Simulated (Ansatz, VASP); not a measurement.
**Te2Mo in VASP and in Ansatz**

```
Te Mo
1.0
     3.49664    0.00000    0.00000
    -1.74832    3.02818    0.00000
     0.00000    0.00000   13.69940
Te Mo
4 2
Direct
  0.33333 0.66667 0.61736
  0.66667 0.33333 0.11736
  0.33333 0.66667 0.88264
  0.66667 0.33333 0.38264
  0.33333 0.66667 0.25000
  0.66667 0.33333 0.75000
```

Alike in both runs: functional PBE; dispersion D3(BJ); k mesh 9 × 9 × 2; no spin polarisation.

Ansatz relaxed the structure, and its values are those at the end. VASP's run is a single point on that final structure, the one shown.

|  | VASP | Ansatz |
| --- | --- | --- |
| version | VASP 6.6.1 | Ansatz 0.2.0 |
| potentials or method | VASP PAW PBE potentials, release 64 (Te, Mo_sv), cutoff 520 eV | scalar-relativistic, plane waves, PAW |
| occupations | gaussian, width 0.01 eV | fixed |
| valence electrons in the cell | 52 | 92 |

VASP gave:

- gap on the k mesh at the Fermi level (eV): 0.67
- least direct gap on the mesh (eV): 1.04
- pressure (GPa): 0.0
- rms of the force components (eV/Å): 0.007

Question: What did Ansatz give for the same quantities?

Answer: gap on the k mesh at the Fermi level (eV): 0.67; least direct gap on the mesh (eV): 1.03; pressure (GPa): 0.0; rms of the force components (eV/Å): 0.000.

VASP's potentials hold 52 valence electrons a cell and Ansatz's 92, so a difference there can come from the potentials and not from the codes. Ansatz's warnings: relaxed geometry near dispersion switch.

Spin-orbit coupling is off throughout.
